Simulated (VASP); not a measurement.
# BN (F-43m) in VASP: notebook

BN is run at these levels: PBE; tasks: single point, relaxation of cell and atoms.

All numbers are computed with VASP 6.6.1; they aren't measurements. Logs are shortened: lines on timing, memory, paths and dates and some standing lists are left out, and cuts for length are marked.

### 1 The cell of the first run

The structure is cubic, space group F-43m (No. 216). The conventional cell has a = 3.625 Å, b = 3.625 Å, c = 3.625 Å, α = 90.00°, β = 90.00°, γ = 90.00°. B (site symmetry -43m) has 4 N at 1.57 Å within 2.1 Å. Within 2.1 Å of N (site symmetry -43m) lie 4 B at 1.57 Å.

### 2 Single point, PBE

INCAR

```
SYSTEM = BN
PREC = Accurate ; ENCUT = 520
EDIFF = 1E-6 ; ISMEAR = 0
SIGMA = 0.02 ; LREAL = .FALSE.
LASPH = .TRUE. ; NELM = 60
ALGO = Normal ; ISIF = 2
LWAVE = .FALSE. ; LCHARG = .TRUE.
GGA = PE ; LELF = .TRUE.
LVHAR = .TRUE. ; NBANDS = 11
```

KPOINTS

```
Automatic mesh
0
G
  12 12 12
  0 0 0
```

POSCAR

```
BN
1.0
    0.0000000000      1.8123137455      1.8123137455
    1.8123137455      0.0000000000      1.8123137455
    1.8123137455      1.8123137455      0.0000000000
B N
1 1
Direct
    0.0000000000      0.0000000000      0.0000000000
    0.7500000000      0.7500000000      0.7500000000
```

Potentials or basis: VASP PAW PBE potentials, release 64 (B, N).

Started as:

```console
$ cat potpaw_PBE.64/B/POTCAR potpaw_PBE.64/N/POTCAR > POTCAR
$ mpirun -np 1 vasp_std > vasp.out
```

OUTCAR:

```text
SYSTEM = BN
   PREC = Accurate
   ENCUT = 520
   EDIFF = 1E-6
   ISMEAR = 0
   LREAL = .FALSE.
   LASPH = .TRUE.
   NELM = 60
   ISIF = 2
   GGA = PE

 ion  position               nearest neighbor table
   1  0.000  0.000  0.000-   2 1.57   2 1.57   2 1.57   2 1.57
   2  0.750  0.750  0.750-   1 1.57   1 1.57   1 1.57   1 1.57

  LATTYP: Found a face centered cubic cell.
 ALAT       =     3.6246274910

  Lattice vectors:

 A1 = (   0.0000000000,   1.8123137455,   1.8123137455)
 A2 = (   1.8123137455,   0.0000000000,   1.8123137455)
 A3 = (   1.8123137455,   1.8123137455,   0.0000000000)

Analysis of symmetry for initial positions (statically):
=====================================================================
 Subroutine PRICEL returns:
 Original cell was already a primitive cell.

 Routine SETGRP: Setting up the symmetry group for a
 face centered cubic supercell.

 Subroutine GETGRP returns: Found 24 space group operations
 (whereof 24 operations were pure point group operations)
 out of a pool of 48 trial point group operations.

The static configuration has the point symmetry T_d .

Analysis of symmetry for dynamics (positions and initial velocities):
=====================================================================
 Subroutine PRICEL returns:
 Original cell was already a primitive cell.

 Routine SETGRP: Setting up the symmetry group for a
 face centered cubic supercell.

 Subroutine GETGRP returns: Found 24 space group operations
 (whereof 24 operations were pure point group operations)
 out of a pool of 48 trial point group operations.

The dynamic configuration has the point symmetry T_d .

 Subroutine INISYM returns: Found 24 space group operations
 (whereof 24 operations are pure point group operations),
 and found     1 'primitive' translations

----------------------------------------------------------------------------------------

                                     Primitive cell

  volume of cell :      11.9050

  direct lattice vectors                    reciprocal lattice vectors
     0.000000000  1.812313746  1.812313746    -0.275890420  0.275890420  0.275890420
     1.812313746  0.000000000  1.812313746     0.275890420 -0.275890420  0.275890420
     1.812313746  1.812313746  0.000000000     0.275890420  0.275890420 -0.275890420

  length of vectors
     2.562998678  2.562998678  2.562998678     0.477856224  0.477856224  0.477856224

  position of ions in fractional coordinates (direct lattice)
     0.000000000  0.000000000  0.000000000
     0.750000000  0.750000000  0.750000000

  ion indices of the primitive-cell ions
   primitive index   ion index
                 1           1
                 2           2

----------------------------------------------------------------------------------------

 KPOINTS: Automatic mesh

Automatic generation of k-mesh.
 Grid dimensions read from file:
 generate k-points for:   12   12   12

 Generating k-lattice:

  Cartesian coordinates                     Fractional coordinates (reciprocal lattice)
    -0.022990868  0.022990868  0.022990868     0.083333333  0.000000000  0.000000000
     0.022990868 -0.022990868  0.022990868     0.000000000  0.083333333  0.000000000
     0.022990868  0.022990868 -0.022990868     0.000000000  0.000000000  0.083333333

  Length of vectors
     0.039821352  0.039821352  0.039821352

  Shift w.r.t. Gamma in fractional coordinates (k-lattice)
     0.000000000  0.000000000  0.000000000

 Subroutine IBZKPT returns following result:
 ===========================================

 Found     72 irreducible k-points:

 Following reciprocal coordinates:
            Coordinates               Weight
  0.000000  0.000000  0.000000      1.000000
  0.083333  0.000000  0.000000      8.000000
  0.166667  0.000000  0.000000      8.000000
  0.250000  0.000000  0.000000      8.000000
  0.333333  0.000000  0.000000      8.000000
  0.416667  0.000000  0.000000      8.000000
[... 16 lines left out ...]
  0.500000  0.166667  0.000000     24.000000
 -0.416667  0.166667  0.000000     24.000000
 [... further k-points ...]
   k-points           NKPTS =     72   k-points in BZ     NKDIM =     72   number of bands    NBANDS=     11
   number of dos      NEDOS =    301   number of ions     NIONS =      2
   total plane-waves  NPLWV =   8000
   dimension x,y,z NGX =    20 NGY =   20 NGZ =   20
   dimension x,y,z NGXF=    40 NGYF=   40 NGZF=   40
   ions per type =               1   1
   NGX,Y,Z   is equivalent  to a cutoff of  12.97, 12.97, 12.97 a.u.
   NGXF,Y,Z  is equivalent  to a cutoff of  25.95, 25.95, 25.95 a.u.
 SYSTEM =  BN
   PREC   = accura    normal or accurate (medium, high low for compatibility)
   ISTART =      0    job   : 0-new  1-cont  2-samecut
   ICHARG =      2    charge: 1-file 2-atom 10-const
   ISPIN  =      1    spin polarized calculation?
   LNONCOLLINEAR =      F non collinear calculations
   LSORBIT =      F    spin-orbit coupling
   LASPH  =      T    aspherical Exc in radial PAW
   ENCUT  =  520.0 eV  38.22 Ry    6.18 a.u.   4.77  4.77  4.77*2*pi/ulx,y,z
   NELM   =     60;   NELMIN=  2; NELMDL= -5     # of ELM steps
   EDIFF  = 0.1E-05   stopping-criterion for ELM
   LREAL  =      F    real-space projection
   EDIFFG = 0.1E-04   stopping-criterion for IOM
   NSW    =      0    number of steps for IOM
   IBRION =     -1    ionic relax: 0-MD 1-quasi-New 2-CG
   NFREE  =      0    steps in history (QN), initial steepest desc. (CG)
   ISIF   =      2    stress and relaxation
   ISYM   =      2    0-nonsym 1-usesym 2-fastsym
   POTIM  = 0.5000    time-step for ionic-motion
   TEBEG  =    0.0;   TEEND  =   0.0 temperature during run
   PSTRESS=    0.0 pullay stress
   NELECT =       8.0000    total number of electrons
   NUPDOWN=      -1.0000    fix difference up-down
   EMIN   =  10.00;   EMAX   =-10.00  energy-range for DOS
   EFERMI =   0.00;   METHOD = LEGACY
   ISMEAR =     0;   SIGMA  =   0.02  broadening in eV -4-tet -1-fermi 0-gaus
   EFERMI_NEDOS =   21; number of points for ismear=-14 and -15
   IALGO  =     38    algorithm
   IMIX   =      4    mixing-type and parameters
     AMIX     =   0.40;   BMIX     =  1.00
     AMIX_MAG =   1.60;   BMIX_MAG =  1.00
  volume/ion in A,a.u.               =       5.95        40.17
  Fermi-wavevector in a.u.,A,eV,Ry     =   1.433931  2.709736 27.975711  2.056157
  Thomas-Fermi vector in A             =   2.553395
   LORBIT       =      0    0 simple, 1 ext, 2 COOP (PROOUT), +10 PAW based schemes
   GGA     = PE    functional components
   LHFCALC =     F    Hartree Fock is set to
   AEXX    =    0.0000 exact exchange contribution
   IVDW    =     0    specifies the selected vdW correction
   LEPSILON=     F    determine dielectric tensor
   LRPA    =     F    only Hartree local field effects (RPA)
 non-spin polarized calculation
 Gauss-broadening in eV      SIGMA  =   0.02
  energy-cutoff  :      520.00
  volume of cell :       11.91
 maximum number of plane-waves:       332
   NGX =  9   NGY =  9   NGZ =  9

 number of electron       7.9999999 magnetization

 Free energy of the ion-electron system (eV)
  ---------------------------------------------------
  ext. energy  EPLUGINS =         0.00000000
  ---------------------------------------------------
  free energy    TOTEN  =       -17.45101169 eV

  energy without entropy =      -17.45101169  energy(sigma->0) =      -17.45101169

 E-fermi :   7.4068     XC(G=0): -12.7827

 val. band max:        7.3049591632   @ k =   0.0000   0.0000   0.0000
 cond. band min:      11.7558083893   @ k =   0.5000   0.5000   0.0000
 fundamental gap:      4.4508492261
 Fermi energy:         7.4068093375

 k-point     1 :       0.0000    0.0000    0.0000
  band No.  band energies     occupation
      1     -12.8353      2.00000
      2       7.3050      2.00000
      3       7.3050      2.00000
      4       7.3050      2.00000
      5      16.0869      0.00000
      6      16.0869      0.00000
      7      16.0869      0.00000
      8      17.5248      0.00000
      9      31.9076      0.00000
     10      34.9763      0.00000
     11      34.9763      0.00000

 k-point     2 :       0.0833    0.0000    0.0000
  band No.  band energies     occupation
      1     -12.6673      2.00000
      2       6.3974      2.00000
      3       7.1259      2.00000
      4       7.1259      2.00000
      5      16.2848      0.00000
      6      16.3586      0.00000
      7      16.3586      0.00000
      8      18.0946      0.00000
      9      31.7214      0.00000
     10      32.7805      0.00000
     11      32.7805      0.00000

 k-point     3 :       0.1667    0.0000    0.0000
  band No.  band energies     occupation
      1     -12.1698      2.00000
      2       4.3095      2.00000
      3       6.6899      2.00000
      4       6.6899      2.00000
      5      16.5806      0.00000
      6      16.9905      0.00000
      7      16.9905      0.00000
      8      19.4310      0.00000
      9      31.1957      0.00000
     10      31.2340      0.00000
     11      31.2340      0.00000

 k-point     4 :       0.2500    0.0000    0.0000
  band No.  band energies     occupation
      1     -11.3664      2.00000
      2       1.8584      2.00000
      3       6.1862      2.00000
      4       6.1862      2.00000
      5      16.8679      0.00000
      6      17.5955      0.00000
      7      17.5955      0.00000
      8      20.7707      0.00000
      9      30.6539      0.00000
     10      30.8297      0.00000
     11      30.8297      0.00000
[... 239 lines left out ...]
 k-point    22 :       0.4167    0.1667    0.0000
  band No.  band energies     occupation
      1      -9.4325      2.00000
      2      -0.8188      2.00000
      3       4.1893      2.00000
      4       4.3744      2.00000
      5      15.7713      0.00000
      6      19.6290      0.00000
      7      20.1204      0.00000
      8      20.9890      0.00000
      9      27.5997      0.00000
     10      33.3829      0.00000
     11      35.5970      0.00000

 k-point    23 :       0.5000    0.1667    0.0000
  band No.  band energies     occupation
      1      -8.4774      2.00000
      2      -2.3588      2.00000
      3       3.6076      2.00000
      4       4.4463      2.00000
      5      16.1271      0.00000
      6      19.5592      0.00000
      7      19.8805      0.00000
      8      22.2826      0.00000
      9      27.9740      0.00000
     10      33.5552      0.00000
     11      34.8013      0.00000

 k-point    24 :      -0.4167    0.1667    0.0000
  band No.  band energies     occupation
      1      -8.2953      2.00000
      2      -2.6237      2.00000
      3       3.2087      2.00000
      4       4.7585      2.00000
      5      16.5777      0.00000
      6      19.4121      0.00000
      7      19.4880      0.00000
      8      22.8919      0.00000
      9      28.2608      0.00000
     10      32.5574      0.00000
     11      33.8258      0.00000

 [... further k-points ...]
[... 5 lines left out ...]
  --------------------------------------------------------------------------------------
  -------------------------------------------------------------------------------------
  Total        0.0195294      0.0195294      0.0195294     -0.0000000     -0.0000000     -0.0000000
  in kB        2.6282671      2.6282671      2.6282671     -0.0000000     -0.0000000     -0.0000000
  external PRESSURE =       2.6282671 kB  Pullay stress =       0.0000000 kB

 VOLUME and BASIS-vectors are now :
 -----------------------------------------------------------------------------
  energy-cutoff  :      520.00
  volume of cell :       11.91
      direct lattice vectors                 reciprocal lattice vectors
     0.000000000  1.812313746  1.812313746    -0.275890420  0.275890420  0.275890420
     1.812313746  0.000000000  1.812313746     0.275890420 -0.275890420  0.275890420
     1.812313746  1.812313746  0.000000000     0.275890420  0.275890420 -0.275890420

 POSITION                                       TOTAL-FORCE (eV/Angst)
 -----------------------------------------------------------------------------------
      0.00000      0.00000      0.00000         0.000000      0.000000      0.000000
      2.71847      2.71847      2.71847        -0.000000     -0.000000     -0.000000
 -----------------------------------------------------------------------------------
    total drift:                               -0.000000     -0.000000     -0.000000

  FREE ENERGIE OF THE ION-ELECTRON SYSTEM (eV)
  ---------------------------------------------------
  free  energy   TOTEN  =       -17.4510116887 eV

  energy  without entropy=      -17.4510116887  energy(sigma->0) =      -17.45101169
```

Wall time 11 s (1 thread of Intel Xeon 8259CL, shared host); peak memory 0.12 GiB.

Results:

- Free energy: -17.4510 eV
- Pressure: 0.3 GPa
- Band gap on the k mesh: 4.45 eV, indirect (least direct gap 8.78 eV)

A k mesh can miss the band edges. As with any semilocal functional, this PBE gap is likely too small.

(Continued in part 2 of 2.)
